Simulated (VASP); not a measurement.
# Si2Mo (Pmmm) in VASP: single point with PBE

Aim: the single point of Si2Mo with PBE.

Everything below comes from runs of VASP 6.6.1. Logs are shortened: lines on timing, memory, paths and dates and some standing lists are left out, and cuts for length are marked.

## 1. The cell of the first run

Symmetry: Pmmm, No. 47, orthorhombic system. Conventional cell: a = 4.752 Å, b = 5.456 Å, c = 5.554 Å, α = 90.00°, β = 90.00°, γ = 90.00°. Si (site symmetry m) has 3 Si at 2.35 to 3.10 Å and 2 Mo at 2.57 Å within 3.1 Å. Mo (site symmetry 2mm) has 2 Mo at 2.19 to 2.56 Å and 4 Si at 2.57 Å within 2.9 Å.

## 2. Single point, PBE

INCAR reads:

```
SYSTEM = Si2Mo
PREC = Accurate
ENCUT = 520
EDIFF = 1E-6
ISMEAR = 0
SIGMA = 0.1
LREAL = .FALSE.
LASPH = .TRUE.
NELM = 100
ALGO = Normal
ISIF = 2
LWAVE = .FALSE.
LCHARG = .TRUE.
GGA = PE
LELF = .TRUE.
LVHAR = .TRUE.
NBANDS = 31
```

KPOINTS reads:

```
Automatic mesh
0
G
  8 8 8
  0 0 0
```

POSCAR reads:

```
Si2Mo
1.0
    4.7522154444      0.0000000000      0.0000000000
    0.0000000000      5.4558351803      0.0000000000
    0.0000000000      0.0000000000      5.5543908331
Si Mo
4 2
Direct
    0.5000000000      0.7160746156      0.2117508966
    0.5000000000      0.2839253844      0.2117508966
    0.5000000000      0.2839253844      0.7882491034
    0.5000000000      0.7160746156      0.7882491034
    0.2303612087      0.0000000000      0.5000000000
    0.7696387913      0.0000000000      0.5000000000
```

Potentials or basis: VASP PAW PBE potentials, release 64 (Si, Mo_sv).

Launch:

```console
> cat potpaw_PBE.64/Si/POTCAR potpaw_PBE.64/Mo_sv/POTCAR > POTCAR
> mpirun -np 1 vasp_std > vasp.out
```

OUTCAR:

```text
SYSTEM = Si2Mo
   PREC = Accurate
   ENCUT = 520
   EDIFF = 1E-6
   ISMEAR = 0
   LREAL = .FALSE.
   LASPH = .TRUE.
   NELM = 100
   ISIF = 2
   GGA = PE

 ion  position               nearest neighbor table
   1  0.500  0.716  0.212-   4 2.35   2 2.36   5 2.57   6 2.57   2 3.10
   2  0.500  0.284  0.212-   3 2.35   1 2.36   5 2.57   6 2.57   1 3.10
   3  0.500  0.284  0.788-   2 2.35   4 2.36   5 2.57   6 2.57   4 3.10
   4  0.500  0.716  0.788-   1 2.35   3 2.36   5 2.57   6 2.57   3 3.10
   5  0.230  0.000  0.500-   6 2.19   6 2.56   2 2.57   3 2.57   4 2.57   1 2.57
   6  0.770  0.000  0.500-   5 2.19   5 2.56   3 2.57   4 2.57   1 2.57   2 2.57

  LATTYP: Found a simple orthorhombic cell.
 ALAT       =     4.7522154444
 B/A-ratio  =     1.1480614135
 C/A-ratio  =     1.1688002992

  Lattice vectors:

 A1 = (   4.7522154444,   0.0000000000,   0.0000000000)
 A2 = (   0.0000000000,   5.4558351803,   0.0000000000)
 A3 = (   0.0000000000,   0.0000000000,   5.5543908331)

Analysis of symmetry for initial positions (statically):
=====================================================================
 Subroutine PRICEL returns:
 Original cell was already a primitive cell.

 Routine SETGRP: Setting up the symmetry group for a
 simple orthorhombic supercell.

 Subroutine GETGRP returns: Found  8 space group operations
 (whereof  8 operations were pure point group operations)
 out of a pool of  8 trial point group operations.

The static configuration has the point symmetry D_2h.

Analysis of symmetry for dynamics (positions and initial velocities):
=====================================================================
 Subroutine PRICEL returns:
 Original cell was already a primitive cell.

 Routine SETGRP: Setting up the symmetry group for a
 simple orthorhombic supercell.

 Subroutine GETGRP returns: Found  8 space group operations
 (whereof  8 operations were pure point group operations)
 out of a pool of  8 trial point group operations.

The dynamic configuration has the point symmetry D_2h.

 Subroutine INISYM returns: Found  8 space group operations
 (whereof  8 operations are pure point group operations),
 and found     1 'primitive' translations

----------------------------------------------------------------------------------------

                                     Primitive cell

  volume of cell :     144.0104

  direct lattice vectors                    reciprocal lattice vectors
     4.752215444  0.000000000  0.000000000     0.210428170  0.000000000  0.000000000
     0.000000000  5.455835180  0.000000000     0.000000000  0.183289994  0.000000000
     0.000000000  0.000000000  5.554390833     0.000000000  0.000000000  0.180037745

  length of vectors
     4.752215444  5.455835180  5.554390833     0.210428170  0.183289994  0.180037745

  position of ions in fractional coordinates (direct lattice)
     0.500000000  0.716074616  0.211750897
     0.500000000  0.283925384  0.211750897
     0.500000000  0.283925384  0.788249103
     0.500000000  0.716074616  0.788249103
     0.230361209  0.000000000  0.500000000
     0.769638791  0.000000000  0.500000000

  ion indices of the primitive-cell ions
   primitive index   ion index
                 1           1
                 2           2
                 3           3
                 4           4
                 5           5
                 6           6

----------------------------------------------------------------------------------------

 KPOINTS: Automatic mesh

Automatic generation of k-mesh.
 Grid dimensions read from file:
 generate k-points for:    8    8    8

 Generating k-lattice:

  Cartesian coordinates                     Fractional coordinates (reciprocal lattice)
     0.026303521  0.000000000  0.000000000     0.125000000  0.000000000  0.000000000
     0.000000000  0.022911249  0.000000000     0.000000000  0.125000000  0.000000000
     0.000000000  0.000000000  0.022504718     0.000000000  0.000000000  0.125000000

  Length of vectors
     0.026303521  0.022911249  0.022504718

  Shift w.r.t. Gamma in fractional coordinates (k-lattice)
     0.000000000  0.000000000  0.000000000

 Subroutine IBZKPT returns following result:
 ===========================================

 Found    125 irreducible k-points:

 Following reciprocal coordinates:
            Coordinates               Weight
  0.000000  0.000000  0.000000      1.000000
  0.125000  0.000000  0.000000      2.000000
  0.250000  0.000000  0.000000      2.000000
  0.375000  0.000000  0.000000      2.000000
  0.500000  0.000000  0.000000      1.000000
  0.000000  0.125000  0.000000      2.000000
[... 16 lines left out ...]
  0.250000  0.500000  0.000000      2.000000
  0.375000  0.500000  0.000000      2.000000
 [... further k-points ...]
   k-points           NKPTS =    125   k-points in BZ     NKDIM =    125   number of bands    NBANDS=     31
   number of dos      NEDOS =    301   number of ions     NIONS =      6
   total plane-waves  NPLWV =  63504
   dimension x,y,z NGX =    36 NGY =   42 NGZ =   42
   dimension x,y,z NGXF=    72 NGYF=   84 NGZF=   84
   ions per type =               4   2
   NGX,Y,Z   is equivalent  to a cutoff of  12.59, 12.80, 12.57 a.u.
   NGXF,Y,Z  is equivalent  to a cutoff of  25.19, 25.60, 25.14 a.u.
 SYSTEM =  Si2Mo
   PREC   = accura    normal or accurate (medium, high low for compatibility)
   ISTART =      0    job   : 0-new  1-cont  2-samecut
   ICHARG =      2    charge: 1-file 2-atom 10-const
   ISPIN  =      1    spin polarized calculation?
   LNONCOLLINEAR =      F non collinear calculations
   LSORBIT =      F    spin-orbit coupling
   LASPH  =      T    aspherical Exc in radial PAW
   ENCUT  =  520.0 eV  38.22 Ry    6.18 a.u.   8.84 10.14 10.33*2*pi/ulx,y,z
   NELM   =    100;   NELMIN=  2; NELMDL= -5     # of ELM steps
   EDIFF  = 0.1E-05   stopping-criterion for ELM
   LREAL  =      F    real-space projection
   EDIFFG = 0.1E-04   stopping-criterion for IOM
   NSW    =      0    number of steps for IOM
   IBRION =     -1    ionic relax: 0-MD 1-quasi-New 2-CG
   NFREE  =      0    steps in history (QN), initial steepest desc. (CG)
   ISIF   =      2    stress and relaxation
   ISYM   =      2    0-nonsym 1-usesym 2-fastsym
   POTIM  = 0.5000    time-step for ionic-motion
   TEBEG  =    0.0;   TEEND  =   0.0 temperature during run
   PSTRESS=    0.0 pullay stress
   NELECT =      44.0000    total number of electrons
   NUPDOWN=      -1.0000    fix difference up-down
   EMIN   =  10.00;   EMAX   =-10.00  energy-range for DOS
   EFERMI =   0.00;   METHOD = LEGACY
   ISMEAR =     0;   SIGMA  =   0.10  broadening in eV -4-tet -1-fermi 0-gaus
   EFERMI_NEDOS =   21; number of points for ismear=-14 and -15
   IALGO  =     38    algorithm
   IMIX   =      4    mixing-type and parameters
     AMIX     =   0.40;   BMIX     =  1.00
     AMIX_MAG =   1.60;   BMIX_MAG =  1.00
  volume/ion in A,a.u.               =      24.00       161.97
  Fermi-wavevector in a.u.,A,eV,Ry     =   1.102625  2.083659 16.541713  1.215782
  Thomas-Fermi vector in A             =   2.239071
   LORBIT       =      0    0 simple, 1 ext, 2 COOP (PROOUT), +10 PAW based schemes
   GGA     = PE    functional components
   LHFCALC =     F    Hartree Fock is set to
   AEXX    =    0.0000 exact exchange contribution
   IVDW    =     0    specifies the selected vdW correction
   LEPSILON=     F    determine dielectric tensor
   LRPA    =     F    only Hartree local field effects (RPA)
 non-spin polarized calculation
 Gauss-broadening in eV      SIGMA  =   0.10
  energy-cutoff  :      520.00
  volume of cell :      144.01
 maximum number of plane-waves:      3912
 NGX is ok and might be reduce to    36
   NGX = 17   NGY = 21   NGZ = 21

 number of electron      43.9999997 magnetization

 Free energy of the ion-electron system (eV)
  ---------------------------------------------------
  ext. energy  EPLUGINS =         0.00000000
  ---------------------------------------------------
  free energy    TOTEN  =       -38.19219136 eV

  energy without entropy =      -38.17592090  energy(sigma->0) =      -38.18405613

 E-fermi :   4.5004     XC(G=0):  -9.1550

 val. band max:        4.4977232472   @ k =   0.0000   0.1250   0.0000
 cond. band min:       4.5038807125   @ k =   0.3750   0.2500   0.5000
 fundamental gap:      0.0061574653
 Fermi energy:         4.5004034434

 k-point     1 :       0.0000    0.0000    0.0000
  band No.  band energies     occupation
      1     -56.1566      2.00000
      2     -55.5002      2.00000
      3     -31.8744      2.00000
      4     -30.1607      2.00000
      5     -30.1552      2.00000
      6     -29.6721      2.00000
[... 23 lines left out ...]
     30       8.6126      0.00000
     31       8.9842      0.00000

 k-point     2 :       0.1250    0.0000    0.0000
  band No.  band energies     occupation
      1     -56.1436      2.00000
      2     -55.5152      2.00000
      3     -31.7913      2.00000
      4     -30.1482      2.00000
      5     -30.1426      2.00000
      6     -29.6858      2.00000
[... 23 lines left out ...]
     30       8.5469      0.00000
     31       9.0372      0.00000

 k-point     3 :       0.2500    0.0000    0.0000
  band No.  band energies     occupation
      1     -56.1093      2.00000
      2     -55.5541      2.00000
      3     -31.5646      2.00000
      4     -30.1146      2.00000
      5     -30.1087      2.00000
      6     -29.7221      2.00000
[... 23 lines left out ...]
     30       8.4397      0.00000
     31       9.0498      0.00000

 k-point     4 :       0.3750    0.0000    0.0000
  band No.  band energies     occupation
      1     -56.0695      2.00000
      2     -55.5985      2.00000
      3     -31.2790      2.00000
      4     -30.0732      2.00000
      5     -30.0669      2.00000
      6     -29.7662      2.00000
[... 635 lines left out ...]
     30       8.7794      0.00000
     31       9.5054      0.00000

 k-point    23 :       0.2500    0.5000    0.0000
  band No.  band energies     occupation
      1     -56.1093      2.00000
      2     -55.5541      2.00000
      3     -31.5646      2.00000
      4     -30.1148      2.00000
      5     -30.1087      2.00000
      6     -29.7223      2.00000
[... 23 lines left out ...]
     30       8.5395      0.00000
     31       9.2650      0.00000

 k-point    24 :       0.3750    0.5000    0.0000
  band No.  band energies     occupation
      1     -56.0695      2.00000
      2     -55.5985      2.00000
      3     -31.2789      2.00000
      4     -30.0734      2.00000
      5     -30.0668      2.00000
      6     -29.7664      2.00000
[... 23 lines left out ...]
     30       8.6762      0.00000
     31       8.9428      0.00000

 [... further k-points ...]
[... 5 lines left out ...]
  --------------------------------------------------------------------------------------
  -------------------------------------------------------------------------------------
  Total        0.5384139      0.0078956     -0.0146152     -0.0000000      0.0000000      0.0000000
  in kB        5.9900863      0.0878422     -0.1626006     -0.0000000      0.0000000      0.0000000
  external PRESSURE =       1.9717760 kB  Pullay stress =       0.0000000 kB

 VOLUME and BASIS-vectors are now :
 -----------------------------------------------------------------------------
  energy-cutoff  :      520.00
  volume of cell :      144.01
      direct lattice vectors                 reciprocal lattice vectors
     4.752215444  0.000000000  0.000000000     0.210428170  0.000000000  0.000000000
     0.000000000  5.455835180  0.000000000     0.000000000  0.183289994  0.000000000
     0.000000000  0.000000000  5.554390833     0.000000000  0.000000000  0.180037745

 POSITION                                       TOTAL-FORCE (eV/Angst)
 -----------------------------------------------------------------------------------
      2.37611      3.90679      1.17615         0.000000     -0.012996     -0.006641
      2.37611      1.54905      1.17615         0.000000      0.012996     -0.006641
      2.37611      1.54905      4.37824         0.000000      0.012996      0.006641
      2.37611      3.90679      4.37824         0.000000     -0.012996      0.006641
      1.09473      0.00000      2.77720         0.247407      0.000000     -0.000000
      3.65749      0.00000      2.77720        -0.247407      0.000000      0.000000
 -----------------------------------------------------------------------------------
    total drift:                                0.000000     -0.000000     -0.000000

  FREE ENERGIE OF THE ION-ELECTRON SYSTEM (eV)
  ---------------------------------------------------
  free  energy   TOTEN  =       -38.1921913573 eV

  energy  without entropy=      -38.1759209045  energy(sigma->0) =      -38.18405613
```

Run time: 7.8 min. Hardware: 1 thread of Intel Xeon Platinum 8259CL at 2.50GHz (Skylake/Cascade Lake), shared host; peak memory 0.54 GiB.

What came out:

```yaml
Free_energy: -38.1922 eV
Pressure: 0.2 GPa
Largest_force: 0.247 eV/Å
Band_gap_on_the_k_mesh: zero (band 22 reaches 5.30 eV, above the bottom of band 23 at 4.10 eV)
```

Forces on the atoms (eV/Å):
```
Si   0.000 -0.013 -0.007
Si   0.000  0.013 -0.007
Si   0.000  0.013  0.007
Si   0.000 -0.013  0.007
Mo   0.247  0.000  0.000
Mo  -0.247  0.000  0.000
```

Levels at points of the mesh, in eV from the Fermi level:
| k point | band 19 | band 20 | band 21 | band 22 | band 23 | band 24 | band 25 | band 26 |
| --- | --- | --- | --- | --- | --- | --- | --- | --- |
| (0.00, 0.00, 0.00) | -0.32 | 0.14 | 0.28 | 0.48 | 0.76 | 1.16 | 1.29 | 1.77 |
| (0.50, 0.00, 0.00) | -1.25 | -1.24 | -0.62 | 0.15 | 0.30 | 0.45 | 0.49 | 1.32 |
| (0.00, 0.50, 0.00) | -1.15 | -1.05 | -0.82 | -0.70 | 0.12 | 1.02 | 2.22 | 2.76 |
| (0.50, 0.50, 0.00) | -1.19 | -0.95 | -0.73 | -0.46 | -0.30 | 0.49 | 0.83 | 1.69 |
| (0.00, 0.00, 0.50) | -1.13 | -1.11 | -0.75 | -0.67 | -0.07 | 0.97 | 2.36 | 2.75 |
| (0.50, 0.00, 0.50) | -1.23 | -1.20 | -0.82 | -0.44 | -0.34 | 0.47 | 0.85 | 1.87 |
| (0.00, 0.50, 0.50) | -0.24 | -0.21 | 0.40 | 0.52 | 1.10 | 1.32 | 1.45 | 1.97 |
| (0.50, 0.50, 0.50) | -1.40 | -0.79 | -0.61 | -0.50 | -0.18 | -0.11 | 0.49 | 0.69 |
